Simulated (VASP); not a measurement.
# Hf (Fm-3m) in VASP: notebook, part 2 of 2

VASP 6.6.1. Earlier steps stand in the parts before.

## Step 3: Single point, LDA

This run uses another cell than the first one, of 20.85 Å³/atom, 1.015 times its volume.

INCAR

```
SYSTEM = Hf
PREC = Accurate
ENCUT = 520
EDIFF = 1E-7
ISMEAR = -1
SIGMA = 0.1
LREAL = .FALSE.
LASPH = .TRUE.
NELM = 80
ALGO = Normal
ISIF = 2
LWAVE = .FALSE.
LCHARG = .FALSE.
NBANDS = 11
```

KPOINTS

```
regular mesh
0
G
  9 9 9
  0 0 0
```

POSCAR

```
Hf
1.0
    0.0000000000      2.1846646020      2.1846646020
    2.1846646020      0.0000000000      2.1846646020
    2.1846646020      2.1846646020      0.0000000000
Hf
1
Direct
    0.0000000000      0.0000000000      0.0000000000
```

Potentials or basis: VASP PAW LDA potentials, release 64 (Hf_pv).

Command:

```bash
cat potpaw_LDA.64/Hf_pv/POTCAR > POTCAR
mpirun -np 1 vasp_std > vasp.out
```

OUTCAR:

```text
SYSTEM = Hf
   PREC = Accurate
   ENCUT = 520
   EDIFF = 1E-7
   ISMEAR = -1
   LREAL = .FALSE.
   LASPH = .TRUE.
   NELM = 80
   ISIF = 2

 ion  position               nearest neighbor table
   1  0.000  0.000  0.000-

  LATTYP: Found a face centered cubic cell.
 ALAT       =     4.3693292040

  Lattice vectors:

 A1 = (   0.0000000000,   2.1846646020,   2.1846646020)
 A2 = (   2.1846646020,   0.0000000000,   2.1846646020)
 A3 = (   2.1846646020,   2.1846646020,   0.0000000000)

Analysis of symmetry for initial positions (statically):
=====================================================================
 Subroutine PRICEL returns:
 Original cell was already a primitive cell.

 Routine SETGRP: Setting up the symmetry group for a
 face centered cubic supercell.

 Subroutine GETGRP returns: Found 48 space group operations
 (whereof 48 operations were pure point group operations)
 out of a pool of 48 trial point group operations.

The static configuration has the point symmetry O_h .

Analysis of symmetry for dynamics (positions and initial velocities):
=====================================================================
 Subroutine PRICEL returns:
 Original cell was already a primitive cell.

 Routine SETGRP: Setting up the symmetry group for a
 face centered cubic supercell.

 Subroutine GETGRP returns: Found 48 space group operations
 (whereof 48 operations were pure point group operations)
 out of a pool of 48 trial point group operations.

The dynamic configuration has the point symmetry O_h .

 Subroutine INISYM returns: Found 48 space group operations
 (whereof 48 operations are pure point group operations),
 and found     1 'primitive' translations

----------------------------------------------------------------------------------------

                                     Primitive cell

  volume of cell :      20.8538

  direct lattice vectors                    reciprocal lattice vectors
     0.000000000  2.184664602  2.184664602    -0.228868083  0.228868083  0.228868083
     2.184664602  0.000000000  2.184664602     0.228868083 -0.228868083  0.228868083
     2.184664602  2.184664602  0.000000000     0.228868083  0.228868083 -0.228868083

  length of vectors
     3.089582309  3.089582309  3.089582309     0.396411148  0.396411148  0.396411148

  position of ions in fractional coordinates (direct lattice)
     0.000000000  0.000000000  0.000000000

  ion indices of the primitive-cell ions
   primitive index   ion index
                 1           1

----------------------------------------------------------------------------------------

 KPOINTS: regular mesh

Automatic generation of k-mesh.
 Grid dimensions read from file:
 generate k-points for:    9    9    9

 Generating k-lattice:

  Cartesian coordinates                     Fractional coordinates (reciprocal lattice)
    -0.025429787  0.025429787  0.025429787     0.111111111  0.000000000  0.000000000
     0.025429787 -0.025429787  0.025429787     0.000000000  0.111111111  0.000000000
     0.025429787  0.025429787 -0.025429787     0.000000000  0.000000000  0.111111111

  Length of vectors
     0.044045683  0.044045683  0.044045683

  Shift w.r.t. Gamma in fractional coordinates (k-lattice)
     0.000000000  0.000000000  0.000000000

 Subroutine IBZKPT returns following result:
 ===========================================

 Found     35 irreducible k-points:

 Following reciprocal coordinates:
            Coordinates               Weight
  0.000000  0.000000  0.000000      1.000000
  0.111111  0.000000  0.000000      8.000000
  0.222222  0.000000  0.000000      8.000000
  0.333333  0.000000  0.000000      8.000000
  0.444444  0.000000  0.000000      8.000000
  0.111111  0.111111  0.000000      6.000000
[... 16 lines left out ...]
 -0.333333  0.333333  0.000000     12.000000
  0.444444  0.444444  0.000000      6.000000
 [... further k-points ...]
   k-points           NKPTS =     35   k-points in BZ     NKDIM =     35   number of bands    NBANDS=     11
   number of dos      NEDOS =    301   number of ions     NIONS =      1
   total plane-waves  NPLWV =  13824
   dimension x,y,z NGX =    24 NGY =   24 NGZ =   24
   dimension x,y,z NGXF=    48 NGYF=   48 NGZF=   48
   ions per type =               1
   NGX,Y,Z   is equivalent  to a cutoff of  12.91, 12.91, 12.91 a.u.
   NGXF,Y,Z  is equivalent  to a cutoff of  25.83, 25.83, 25.83 a.u.
 SYSTEM =  Hf
   PREC   = accura    normal or accurate (medium, high low for compatibility)
   ISTART =      0    job   : 0-new  1-cont  2-samecut
   ICHARG =      2    charge: 1-file 2-atom 10-const
   ISPIN  =      1    spin polarized calculation?
   LNONCOLLINEAR =      F non collinear calculations
   LSORBIT =      F    spin-orbit coupling
   LASPH  =      T    aspherical Exc in radial PAW
   ENCUT  =  520.0 eV  38.22 Ry    6.18 a.u.   5.74  5.74  5.74*2*pi/ulx,y,z
   NELM   =     80;   NELMIN=  2; NELMDL= -5     # of ELM steps
   EDIFF  = 0.1E-06   stopping-criterion for ELM
   LREAL  =      F    real-space projection
   EDIFFG = 0.1E-05   stopping-criterion for IOM
   NSW    =      0    number of steps for IOM
   IBRION =     -1    ionic relax: 0-MD 1-quasi-New 2-CG
   NFREE  =      0    steps in history (QN), initial steepest desc. (CG)
   ISIF   =      2    stress and relaxation
   ISYM   =      2    0-nonsym 1-usesym 2-fastsym
   POTIM  = 0.5000    time-step for ionic-motion
   TEBEG  =    0.0;   TEEND  =   0.0 temperature during run
   PSTRESS=    0.0 pullay stress
   NELECT =      10.0000    total number of electrons
   NUPDOWN=      -1.0000    fix difference up-down
   EMIN   =  10.00;   EMAX   =-10.00  energy-range for DOS
   EFERMI =   0.00;   METHOD = LEGACY
   ISMEAR =    -1;   SIGMA  =   0.10  broadening in eV -4-tet -1-fermi 0-gaus
   EFERMI_NEDOS =   21; number of points for ismear=-14 and -15
   IALGO  =     38    algorithm
   IMIX   =      4    mixing-type and parameters
     AMIX     =   0.40;   BMIX     =  1.00
     AMIX_MAG =   1.60;   BMIX_MAG =  1.00
  volume/ion in A,a.u.               =      20.85       140.73
  Fermi-wavevector in a.u.,A,eV,Ry     =   1.281386  2.421469 22.340096  1.641951
  Thomas-Fermi vector in A             =   2.413759
   LORBIT       =      0    0 simple, 1 ext, 2 COOP (PROOUT), +10 PAW based schemes
   GGA     = CA    functional components
   LHFCALC =     F    Hartree Fock is set to
   AEXX    =    0.0000 exact exchange contribution
   IVDW    =     0    specifies the selected vdW correction
   LEPSILON=     F    determine dielectric tensor
   LRPA    =     F    only Hartree local field effects (RPA)
 non-spin polarized calculation
  energy-cutoff  :      520.00
  volume of cell :       20.85
 maximum number of plane-waves:       571
   NGX = 11   NGY = 11   NGZ = 11

 number of electron      10.0000001 magnetization

 Free energy of the ion-electron system (eV)
  ---------------------------------------------------
  ext. energy  EPLUGINS =         0.00000000
  ---------------------------------------------------
  free energy    TOTEN  =       -10.64879480 eV

  energy without entropy =      -10.59564652  energy(sigma->0) =      -10.62222066

 E-fermi :   5.1666     XC(G=0): -11.7950

 val. band max:        5.1446952392   @ k =   0.2222   0.1111   0.0000
 cond. band min:       5.1959679718   @ k =  -0.3333   0.2222   0.0000
 fundamental gap:      0.0512727326
 Fermi energy:         5.1665849320

 k-point     1 :       0.0000    0.0000    0.0000
  band No.  band energies     occupation
      1     -24.4831      2.00000
      2     -24.4831      2.00000
      3     -24.4831      2.00000
      4      -2.2555      2.00000
      5       6.4775      0.00000
      6       6.4775      0.00000
      7       6.4775      0.00000
      8       9.4868      0.00000
      9       9.4868      0.00000
     10      16.7816      0.00000
     11      17.4733      0.00000
[... 309 lines left out ...]
 k-point    24 :       0.4444    0.4444    0.0000
  band No.  band energies     occupation
      1     -25.4369      2.00000
      2     -24.8470      2.00000
      3     -24.8470      2.00000
      4       1.5901      2.00000
      5       2.7808      2.00000
      6       7.7802      0.00000
      7      11.7444      0.00000
      8      11.9461      0.00000
      9      11.9461      0.00000
     10      16.4476      0.00000
     11      16.4476      0.00000

 [... further k-points ...]

------------------------ aborting loop because EDIFF is reached ----------------------------------------

  FORCE on cell =-STRESS in cart. coord.  units (eV):
  Direction    XX          YY          ZZ          XY          YZ          ZX
  --------------------------------------------------------------------------------------
  -------------------------------------------------------------------------------------
  Total       -0.0001477     -0.0001477     -0.0001477     -0.0000000     -0.0000000      0.0000000
  in kB       -0.0113506     -0.0113506     -0.0113506     -0.0000000     -0.0000000      0.0000000
  external PRESSURE =      -0.0113506 kB  Pullay stress =       0.0000000 kB

 VOLUME and BASIS-vectors are now :
 -----------------------------------------------------------------------------
  energy-cutoff  :      520.00
  volume of cell :       20.85
      direct lattice vectors                 reciprocal lattice vectors
     0.000000000  2.184664602  2.184664602    -0.228868083  0.228868083  0.228868083
     2.184664602  0.000000000  2.184664602     0.228868083 -0.228868083  0.228868083
     2.184664602  2.184664602  0.000000000     0.228868083  0.228868083 -0.228868083

 POSITION                                       TOTAL-FORCE (eV/Angst)
 -----------------------------------------------------------------------------------
      0.00000      0.00000      0.00000        -0.000000     -0.000000     -0.000000
 -----------------------------------------------------------------------------------
    total drift:                                0.000000     -0.000000     -0.000000

  FREE ENERGIE OF THE ION-ELECTRON SYSTEM (eV)
  ---------------------------------------------------
  free  energy   TOTEN  =       -10.6487947985 eV

  energy  without entropy=      -10.5956465155  energy(sigma->0) =      -10.62222066
```

stdout:

```text
POSCAR found type information on POSCAR Hf
 POSCAR found :  1 types and       1 ions
 scaLAPACK will be used
 LDA part: xc-table for (Slater(with rela. corr.)+CA(PZ))
 , standard interpolation
 POSCAR, INCAR and KPOINTS ok, starting setup
 FFT: planning ... GRIDC
 FFT: planning ... GRID_SOFT
 FFT: planning ... GRID
 WAVECAR not read
 entering main loop
```

Run time: 6.7 s. Hardware: 1 thread of AMD EPYC 7R13 (Zen 3), shared host; peak memory 0.1 GiB.

Results:

| Quantity | Value |
| --- | --- |
| Free energy | -10.6488 eV |
| Pressure | 0.0 GPa |
| Band gap on the k mesh | zero (band 5 reaches 6.48 eV, above the bottom of band 6 at 4.54 eV) |

Levels at points of the mesh, in eV from the Fermi level:
```tsv
k point	band 1	band 2	band 3	band 4	band 5	band 6	band 7	band 8	band 9	band 10
(0.00, 0.00, 0.00)	-29.65	-29.65	-29.65	-7.42	1.31	1.31	1.31	4.32	4.32	11.62
```

Caveat: spin-orbit coupling is left out, which moves the levels of the heavy elements.

## Step 4: Single point, LDA

This run uses another cell than the first one, of 21.17 Å³/atom, 1.030 times its volume.

INCAR

```
PREC = Accurate
ENCUT = 520
EDIFF = 1E-6
ISMEAR = -1
SIGMA = 0.1
LREAL = False
LASPH = True
NELM = 100
ALGO = Normal
ISIF = 2
LWAVE = False
LCHARG = False
NBANDS = 11
```

KPOINTS

```
Automatic mesh
0
Gamma
  9 9 9
```

POSCAR

```
Hf
1.0
    0.0000000000      2.1955337590      2.1955337590
    2.1955337590      0.0000000000      2.1955337590
    2.1955337590      2.1955337590      0.0000000000
Hf
1
Direct
    0.0000000000      0.0000000000      0.0000000000
```

Command:

```bash
cat potpaw_LDA.64/Hf_pv/POTCAR > POTCAR
mpirun -np 1 vasp_std > vasp.out
```

Run time: 6.7 s. Hardware: 1 thread of AMD EPYC 7R13 (Zen 3), shared host; peak memory 0.1 GiB.

It converged, with:

```
Free energy            : -10.6472 eV
Pressure               : -1.7 GPa
Band gap on the k mesh : zero (band 5 reaches 6.36 eV, above the bottom of band 6 at 4.44 eV)
```

Levels at points of the mesh, in eV from the Fermi level:
| k point | band 3 | band 4 | band 5 | band 6 | band 7 | band 8 |
| --- | --- | --- | --- | --- | --- | --- |
| (0.00, 0.00, 0.00) | -29.70 | -7.37 | 1.31 | 1.31 | 1.31 | 4.26 |

Caveat: spin-orbit coupling is left out, which moves the levels of the heavy elements.

## Step 5: The runs side by side

| cell | gap on the mesh (eV) | pressure (GPa) |
| --- | --- | --- |
| a = 3.074 Å, angles 60.0°, 1 atom | none | 1.8 |
| a = 3.090 Å, angles 60.0°, 1 atom | none | 0.0 |
| a = 3.105 Å, angles 60.0°, 1 atom | none | -1.7 |

Alike in all rows: task single point; level LDA; potentials or basis VASP PAW LDA potentials, release 64 (Hf_pv); no spin polarisation; k mesh 9 × 9 × 9; cutoff (eV) 520; smearing fermi-dirac 0.1 eV.

Caveats: spin-orbit coupling is left out, which moves the levels of the heavy elements.

Absolute energies hang on the potentials; compare differences alone.
